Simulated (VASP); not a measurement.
# HfN (Fm-3m) in VASP: notebook

Runs on HfN. Level: LDA. Tasks: single point.

All numbers are computed with VASP 6.6.1; they aren't measurements. Logs are shortened: lines on timing, memory, paths and dates and some standing lists are left out, and cuts for length are marked.

### Step 1. The cell of the first run

The structure is cubic, space group Fm-3m (No. 225). Conventional cell: a = 4.512 Å, b = 4.512 Å, c = 4.512 Å, α = 90.00°, β = 90.00°, γ = 90.00°. Hf (site symmetry m-3m) has 6 N at 2.26 Å within 3.0 Å. Within 3.0 Å of N (site symmetry m-3m) lie 6 Hf at 2.26 Å.

### Step 2. Single point, LDA

INCAR

```
ALGO = Normal
EDIFF = 1E-6
ENCUT = 600
GGA = CA
GGA_COMPAT = F
ISIF = 2
ISMEAR = -1
LASPH = T
LCHARG = T
LELF = T
LREAL = F
LVHAR = T
LWAVE = F
NBANDS = 14
NELM = 120
PREC = Accurate
SIGMA = 0.05
```

KPOINTS

```
k-points
0
Gamma
  10 10 10
```

POSCAR

```
HfN
1.0
    0.0000000000      2.2560000000      2.2560000000
    2.2560000000      0.0000000000      2.2560000000
    2.2560000000      2.2560000000      0.0000000000
Hf N
1 1
Direct
    0.0000000000      0.0000000000      0.0000000000
    0.5000000000      0.5000000000      0.5000000000
```

Potentials or basis: VASP PAW LDA potentials, release 64 (Hf_pv, N).

Run with:

```sh
> cat potpaw_LDA.64/Hf_pv/POTCAR potpaw_LDA.64/N/POTCAR > POTCAR
> mpirun -np 1 vasp_std > vasp.out
```

OUTCAR:

```text
EDIFF = 1E-6
   ENCUT = 600
   GGA = CA
   ISIF = 2
   ISMEAR = -1
   LASPH = T
   LREAL = F
   NELM = 120
   PREC = Accurate

 ion  position               nearest neighbor table
   1  0.000  0.000  0.000-   2 2.26   2 2.26   2 2.26   2 2.26   2 2.26   2 2.26
   2  0.500  0.500  0.500-   1 2.26   1 2.26   1 2.26   1 2.26   1 2.26   1 2.26

  LATTYP: Found a face centered cubic cell.
 ALAT       =     4.5120000000

  Lattice vectors:

 A1 = (   0.0000000000,   2.2560000000,   2.2560000000)
 A2 = (   2.2560000000,   0.0000000000,   2.2560000000)
 A3 = (   2.2560000000,   2.2560000000,   0.0000000000)

Analysis of symmetry for initial positions (statically):
=====================================================================
 Subroutine PRICEL returns:
 Original cell was already a primitive cell.

 Routine SETGRP: Setting up the symmetry group for a
 face centered cubic supercell.

 Subroutine GETGRP returns: Found 48 space group operations
 (whereof 48 operations were pure point group operations)
 out of a pool of 48 trial point group operations.

The static configuration has the point symmetry O_h .

Analysis of symmetry for dynamics (positions and initial velocities):
=====================================================================
 Subroutine PRICEL returns:
 Original cell was already a primitive cell.

 Routine SETGRP: Setting up the symmetry group for a
 face centered cubic supercell.

 Subroutine GETGRP returns: Found 48 space group operations
 (whereof 48 operations were pure point group operations)
 out of a pool of 48 trial point group operations.

The dynamic configuration has the point symmetry O_h .

 Subroutine INISYM returns: Found 48 space group operations
 (whereof 48 operations are pure point group operations),
 and found     1 'primitive' translations

----------------------------------------------------------------------------------------

                                     Primitive cell

  volume of cell :      22.9640

  direct lattice vectors                    reciprocal lattice vectors
     0.000000000  2.256000000  2.256000000    -0.221631206  0.221631206  0.221631206
     2.256000000  0.000000000  2.256000000     0.221631206 -0.221631206  0.221631206
     2.256000000  2.256000000  0.000000000     0.221631206  0.221631206 -0.221631206

  length of vectors
     3.190465797  3.190465797  3.190465797     0.383876509  0.383876509  0.383876509

  position of ions in fractional coordinates (direct lattice)
     0.000000000  0.000000000  0.000000000
     0.500000000  0.500000000  0.500000000

  ion indices of the primitive-cell ions
   primitive index   ion index
                 1           1
                 2           2

----------------------------------------------------------------------------------------

 KPOINTS: k-points

Automatic generation of k-mesh.
 Grid dimensions read from file:
 generate k-points for:   10   10   10

 Generating k-lattice:

  Cartesian coordinates                     Fractional coordinates (reciprocal lattice)
    -0.022163121  0.022163121  0.022163121     0.100000000  0.000000000  0.000000000
     0.022163121 -0.022163121  0.022163121     0.000000000  0.100000000  0.000000000
     0.022163121  0.022163121 -0.022163121     0.000000000  0.000000000  0.100000000

  Length of vectors
     0.038387651  0.038387651  0.038387651

  Shift w.r.t. Gamma in fractional coordinates (k-lattice)
     0.000000000  0.000000000  0.000000000

 Subroutine IBZKPT returns following result:
 ===========================================

 Found     47 irreducible k-points:

 Following reciprocal coordinates:
            Coordinates               Weight
  0.000000  0.000000  0.000000      1.000000
  0.100000  0.000000  0.000000      8.000000
  0.200000  0.000000  0.000000      8.000000
  0.300000  0.000000  0.000000      8.000000
  0.400000  0.000000  0.000000      8.000000
  0.500000  0.000000  0.000000      4.000000
[... 16 lines left out ...]
  0.300000  0.300000  0.000000      6.000000
  0.400000  0.300000  0.000000     24.000000
 [... further k-points ...]
   k-points           NKPTS =     47   k-points in BZ     NKDIM =     47   number of bands    NBANDS=     14
   number of dos      NEDOS =    301   number of ions     NIONS =      2
   total plane-waves  NPLWV =  21952
   dimension x,y,z NGX =    28 NGY =   28 NGZ =   28
   dimension x,y,z NGXF=    56 NGYF=   56 NGZF=   56
   ions per type =               1   1
   NGX,Y,Z   is equivalent  to a cutoff of  14.59, 14.59, 14.59 a.u.
   NGXF,Y,Z  is equivalent  to a cutoff of  29.18, 29.18, 29.18 a.u.
 SYSTEM =  unknown system
   PREC   = accura    normal or accurate (medium, high low for compatibility)
   ISTART =      0    job   : 0-new  1-cont  2-samecut
   ICHARG =      2    charge: 1-file 2-atom 10-const
   ISPIN  =      1    spin polarized calculation?
   LNONCOLLINEAR =      F non collinear calculations
   LSORBIT =      F    spin-orbit coupling
   LASPH  =      T    aspherical Exc in radial PAW
   ENCUT  =  600.0 eV  44.10 Ry    6.64 a.u.   6.37  6.37  6.37*2*pi/ulx,y,z
   NELM   =    120;   NELMIN=  2; NELMDL= -5     # of ELM steps
   EDIFF  = 0.1E-05   stopping-criterion for ELM
   LREAL  =      F    real-space projection
   EDIFFG = 0.1E-04   stopping-criterion for IOM
   NSW    =      0    number of steps for IOM
   IBRION =     -1    ionic relax: 0-MD 1-quasi-New 2-CG
   NFREE  =      0    steps in history (QN), initial steepest desc. (CG)
   ISIF   =      2    stress and relaxation
   ISYM   =      2    0-nonsym 1-usesym 2-fastsym
   POTIM  = 0.5000    time-step for ionic-motion
   TEBEG  =    0.0;   TEEND  =   0.0 temperature during run
   PSTRESS=    0.0 pullay stress
   NELECT =      15.0000    total number of electrons
   NUPDOWN=      -1.0000    fix difference up-down
   EMIN   =  10.00;   EMAX   =-10.00  energy-range for DOS
   EFERMI =   0.00;   METHOD = LEGACY
   ISMEAR =    -1;   SIGMA  =   0.05  broadening in eV -4-tet -1-fermi 0-gaus
   EFERMI_NEDOS =   21; number of points for ismear=-14 and -15
   IALGO  =     38    algorithm
   IMIX   =      4    mixing-type and parameters
     AMIX     =   0.40;   BMIX     =  1.00
     AMIX_MAG =   1.60;   BMIX_MAG =  1.00
  volume/ion in A,a.u.               =      11.48        77.48
  Fermi-wavevector in a.u.,A,eV,Ry     =   1.420440  2.684242 27.451783  2.017649
  Thomas-Fermi vector in A             =   2.541355
   LORBIT       =      0    0 simple, 1 ext, 2 COOP (PROOUT), +10 PAW based schemes
   GGA     = CA    functional components
   LHFCALC =     F    Hartree Fock is set to
   AEXX    =    0.0000 exact exchange contribution
   IVDW    =     0    specifies the selected vdW correction
   LEPSILON=     F    determine dielectric tensor
   LRPA    =     F    only Hartree local field effects (RPA)
 non-spin polarized calculation
  energy-cutoff  :      600.00
  volume of cell :       22.96
 maximum number of plane-waves:       785
 NGX is ok and might be reduce to    28
   NGX = 13   NGY = 13   NGZ = 13

 number of electron      15.0000002 magnetization

 Free energy of the ion-electron system (eV)
  ---------------------------------------------------
  ext. energy  EPLUGINS =         0.00000000
  ---------------------------------------------------
  free energy    TOTEN  =       -23.84426835 eV

  energy without entropy =      -23.83788114  energy(sigma->0) =      -23.84107474

 E-fermi :   8.2583     XC(G=0): -13.0001

 val. band max:        8.2239346110   @ k =  -0.4000   0.3000   0.0000
 cond. band min:       8.2702188039   @ k =  -0.1000   0.1000   0.0000
 fundamental gap:      0.0462841929
 Fermi energy:         8.2582502712

 k-point     1 :       0.0000    0.0000    0.0000
  band No.  band energies     occupation
      1     -22.6844      2.00000
      2     -22.6844      2.00000
      3     -22.6844      2.00000
      4      -9.0309      2.00000
      5       5.2690      2.00000
      6       5.2690      2.00000
      7       5.2690      2.00000
      8       7.8386      1.99955
      9       7.8386      1.99955
     10       7.8386      1.99955
     11      10.1495      0.00000
     12      10.1495      0.00000
     13      10.2538      0.00000
     14      17.8914      0.00000

 k-point     2 :       0.1000    0.0000    0.0000
  band No.  band energies     occupation
      1     -22.7890      2.00000
      2     -22.6931      2.00000
      3     -22.6931      2.00000
      4      -8.7954      2.00000
      5       4.3492      2.00000
      6       4.7097      2.00000
      7       4.7097      2.00000
      8       8.0859      1.93827
      9       8.1680      1.71768
     10       8.1680      1.71768
     11      10.9027      0.00000
     12      10.9027      0.00000
     13      10.9320      0.00000
     14      18.6565      0.00000

 k-point     3 :       0.2000    0.0000    0.0000
  band No.  band energies     occupation
      1     -23.0518      2.00000
      2     -22.7158      2.00000
      3     -22.7158      2.00000
      4      -8.1621      2.00000
      5       2.6785      2.00000
      6       3.6981      2.00000
      7       3.6981      2.00000
      8       8.4971      0.01671
      9       8.9865      0.00000
     10       8.9865      0.00000
     11      12.3471      0.00000
     12      12.5906      0.00000
     13      12.5906      0.00000
     14      19.6006      0.00000
[... 324 lines left out ...]
 k-point    23 :       0.3000    0.3000    0.0000
  band No.  band energies     occupation
      1     -23.2718      2.00000
      2     -22.8957      2.00000
      3     -22.8957      2.00000
      4      -7.7054      2.00000
      5       1.4644      2.00000
      6       4.4256      2.00000
      7       4.4256      2.00000
      8       5.2888      2.00000
      9      11.4407      0.00000
     10      12.1079      0.00000
     11      12.3108      0.00000
     12      12.3108      0.00000
     13      17.2570      0.00000
     14      19.5929      0.00000

 k-point    24 :       0.4000    0.3000    0.0000
  band No.  band energies     occupation
      1     -23.3848      2.00000
      2     -22.9591      2.00000
      3     -22.9289      2.00000
      4      -7.5952      2.00000
      5       1.6940      2.00000
      6       3.6646      2.00000
      7       4.1618      2.00000
      8       5.7529      2.00000
      9      12.2860      0.00000
     10      12.8358      0.00000
     11      12.9678      0.00000
     12      13.1279      0.00000
     13      17.4192      0.00000
     14      19.4597      0.00000

 [... further k-points ...]

------------------------ aborting loop because EDIFF is reached ----------------------------------------

  FORCE on cell =-STRESS in cart. coord.  units (eV):
  Direction    XX          YY          ZZ          XY          YZ          ZX
  --------------------------------------------------------------------------------------
  -------------------------------------------------------------------------------------
  Total       -1.3740543     -1.3740543     -1.3740543      0.0000000      0.0000000     -0.0000000
  in kB      -95.8665724    -95.8665724    -95.8665724      0.0000000      0.0000000     -0.0000000
  external PRESSURE =     -95.8665724 kB  Pullay stress =       0.0000000 kB

 VOLUME and BASIS-vectors are now :
 -----------------------------------------------------------------------------
  energy-cutoff  :      600.00
  volume of cell :       22.96
      direct lattice vectors                 reciprocal lattice vectors
     0.000000000  2.256000000  2.256000000    -0.221631206  0.221631206  0.221631206
     2.256000000  0.000000000  2.256000000     0.221631206 -0.221631206  0.221631206
     2.256000000  2.256000000  0.000000000     0.221631206  0.221631206 -0.221631206

 POSITION                                       TOTAL-FORCE (eV/Angst)
 -----------------------------------------------------------------------------------
      0.00000      0.00000      0.00000        -0.000000     -0.000000     -0.000000
      2.25600      2.25600      2.25600         0.000000      0.000000      0.000000
 -----------------------------------------------------------------------------------
    total drift:                                0.000000      0.000000      0.000000

  FREE ENERGIE OF THE ION-ELECTRON SYSTEM (eV)
  ---------------------------------------------------
  free  energy   TOTEN  =       -23.8442683507 eV

  energy  without entropy=      -23.8378811362  energy(sigma->0) =      -23.84107474
```

Run time: 16 s. Hardware: 1 thread of Intel Xeon Platinum 8259CL at 2.50GHz (Skylake/Cascade Lake), shared host; peak memory 0.15 GiB.

Results:

| Quantity | Value |
| --- | --- |
| Free energy | -23.8443 eV |
| Pressure | -9.6 GPa |
| Band gap on the k mesh | zero (an odd number of electrons rules out a gap without spin polarisation) |

Caveat: the cell stands under tension; spin-orbit coupling is left out, which moves the levels of the heavy elements; an odd number of electrons without spin polarisation forces a metal; a magnetic or distorted state may lie lower.

### Step 3. Single point, LDA

INCAR

```
SYSTEM = HfN
PREC     = Accurate       ! precision mode
ENCUT    = 600            ! plane-wave cutoff, eV
EDIFF    = 1E-6           ! SCF threshold, eV
ISMEAR   = -1             ! smearing method
SIGMA    = 0.05           ! smearing width, eV
LREAL    = .FALSE.        ! projectors in reciprocal space
LASPH    = .TRUE.         ! aspherical terms in the spheres
NELM     = 120            ! most SCF steps
ALGO     = Normal         ! electronic algorithm
ISIF     = 2              ! what is computed and relaxed
LWAVE    = .FALSE.        ! write WAVECAR
LCHARG   = .FALSE.        ! write CHGCAR
GGA      = CA             ! functional
NBANDS   = 14             ! bands
GGA_COMPAT= .FALSE.
```

KPOINTS

```
Automatic mesh
0
G
  10 10 10
  0 0 0
```

POSCAR is that of step 2.

Potentials or basis: VASP PAW LDA potentials, release 64 (Hf_pv, N).

Run with:

```sh
> cat potpaw_LDA.64/Hf_pv/POTCAR potpaw_LDA.64/N/POTCAR > POTCAR
> mpirun -np 1 vasp_std > vasp.out
```

OUTCAR:

```text
SYSTEM = HfN
   PREC = Accurate
   ENCUT = 600
   EDIFF = 1E-6
   ISMEAR = -1
   LREAL = .FALSE.
   LASPH = .TRUE.
   NELM = 120
   ISIF = 2
   GGA = CA

 ion  position               nearest neighbor table
   1  0.000  0.000  0.000-   2 2.26   2 2.26   2 2.26   2 2.26   2 2.26   2 2.26
   2  0.500  0.500  0.500-   1 2.26   1 2.26   1 2.26   1 2.26   1 2.26   1 2.26

  LATTYP: Found a face centered cubic cell.
 ALAT       =     4.5120000000

  Lattice vectors:

 A1 = (   0.0000000000,   2.2560000000,   2.2560000000)
 A2 = (   2.2560000000,   0.0000000000,   2.2560000000)
 A3 = (   2.2560000000,   2.2560000000,   0.0000000000)

Analysis of symmetry for initial positions (statically):
=====================================================================
 Subroutine PRICEL returns:
 Original cell was already a primitive cell.

 Routine SETGRP: Setting up the symmetry group for a
 face centered cubic supercell.

 Subroutine GETGRP returns: Found 48 space group operations
 (whereof 48 operations were pure point group operations)
 out of a pool of 48 trial point group operations.

The static configuration has the point symmetry O_h .

[... 174 lines left out ...]
      6       5.2690      2.00000
      7       5.2690      2.00000
      8       7.8386      1.99955
      9       7.8386      1.99955
     10       7.8386      1.99955
     11      10.1495      0.00000
     12      10.1495      0.00000
     13      10.2538      0.00000
     14      17.8914      0.00000
[... 377 lines left out ...]
      1     -23.3848      2.00000
      2     -22.9591      2.00000
      3     -22.9289      2.00000
      4      -7.5952      2.00000
      5       1.6940      2.00000
      6       3.6646      2.00000
      7       4.1618      2.00000
      8       5.7529      2.00000
      9      12.2860      0.00000
     10      12.8358      0.00000
     11      12.9678      0.00000
     12      13.1279      0.00000
     13      17.4192      0.00000
     14      19.4597      0.00000

 [... further k-points ...]

------------------------ aborting loop because EDIFF is reached ----------------------------------------

  FORCE on cell =-STRESS in cart. coord.  units (eV):
  Direction    XX          YY          ZZ          XY          YZ          ZX
  --------------------------------------------------------------------------------------
  -------------------------------------------------------------------------------------
  Total       -1.3740543     -1.3740543     -1.3740543      0.0000000      0.0000000     -0.0000000
  in kB      -95.8665724    -95.8665724    -95.8665724      0.0000000      0.0000000     -0.0000000
  external PRESSURE =     -95.8665724 kB  Pullay stress =       0.0000000 kB

 VOLUME and BASIS-vectors are now :
 -----------------------------------------------------------------------------
  energy-cutoff  :      600.00
  volume of cell :       22.96
      direct lattice vectors                 reciprocal lattice vectors
     0.000000000  2.256000000  2.256000000    -0.221631206  0.221631206  0.221631206
     2.256000000  0.000000000  2.256000000     0.221631206 -0.221631206  0.221631206
     2.256000000  2.256000000  0.000000000     0.221631206  0.221631206 -0.221631206

 POSITION                                       TOTAL-FORCE (eV/Angst)
 -----------------------------------------------------------------------------------
      0.00000      0.00000      0.00000        -0.000000     -0.000000     -0.000000
      2.25600      2.25600      2.25600         0.000000      0.000000      0.000000
 -----------------------------------------------------------------------------------
    total drift:                                0.000000      0.000000      0.000000

  FREE ENERGIE OF THE ION-ELECTRON SYSTEM (eV)
  ---------------------------------------------------
  free  energy   TOTEN  =       -23.8442683507 eV

  energy  without entropy=      -23.8378811362  energy(sigma->0) =      -23.84107474
```

OSZICAR:

```text
N       E                     dE             d eps       ncg     rms          rms(c)
DAV:   1     0.406916794629E+02    0.40692E+02   -0.84896E+03  1316   0.113E+03
DAV:   2    -0.247883654775E+02   -0.65480E+02   -0.61885E+02  1724   0.243E+02
DAV:   3    -0.268229085127E+02   -0.20345E+01   -0.20223E+01  1532   0.337E+01
DAV:   4    -0.268301500581E+02   -0.72415E-02   -0.72407E-02  1598   0.246E+00
DAV:   5    -0.268301932782E+02   -0.43220E-04   -0.43219E-04  1516   0.161E-01    0.506E+01
DAV:   6    -0.240048662259E+02    0.28253E+01   -0.84833E+00  1418   0.220E+01    0.436E+01
DAV:   7    -0.238834717400E+02    0.12139E+00   -0.48304E-01  1646   0.536E+00    0.272E+01
DAV:   8    -0.238497944214E+02    0.33677E-01   -0.13060E-01  1634   0.294E+00    0.529E+00
DAV:   9    -0.238444087200E+02    0.53857E-02   -0.13922E-02  1544   0.947E-01    0.189E+00
DAV:  10    -0.238442942753E+02    0.11444E-03   -0.86976E-04  1676   0.258E-01    0.338E-01
DAV:  11    -0.238442689621E+02    0.25313E-04   -0.63443E-05  1514   0.743E-02    0.593E-02
DAV:  12    -0.238442683507E+02    0.61133E-06   -0.65142E-06  1696   0.216E-02
   1 F= -.23844268E+02 E0= -.23841075E+02  d E =-.638721E-02
```

Run time: 15 s. Hardware: 1 thread of Intel Xeon Platinum 8259CL at 2.50GHz (Skylake/Cascade Lake), shared host; peak memory 0.15 GiB.

What came out:

```
Free energy            : -23.8443 eV
Pressure               : -9.6 GPa
Band gap on the k mesh : zero (an odd number of electrons rules out a gap without spin polarisation)
```

Levels at points of the mesh, in eV from the Fermi level:
```tsv
k point	band 5	band 6	band 7	band 8	band 9	band 10	band 11	band 12
(0.00, 0.00, 0.00)	-2.99	-2.99	-2.99	-0.42	-0.42	-0.42	1.89	1.89
(0.50, 0.00, 0.00)	-8.89	-6.21	-6.21	3.26	3.66	3.66	4.55	8.83
(0.50, 0.50, 0.00)	-5.32	-3.87	-3.64	-3.64	4.04	5.50	5.50	5.69
```

Caveat: the cell stands under tension; spin-orbit coupling is left out, which moves the levels of the heavy elements; an odd number of electrons without spin polarisation forces a metal; a magnetic or distorted state may lie lower.

(Part 1 of 2 ends here.)

The gap in the log of VASP goes by the Fermi energy; the results here count the filled bands.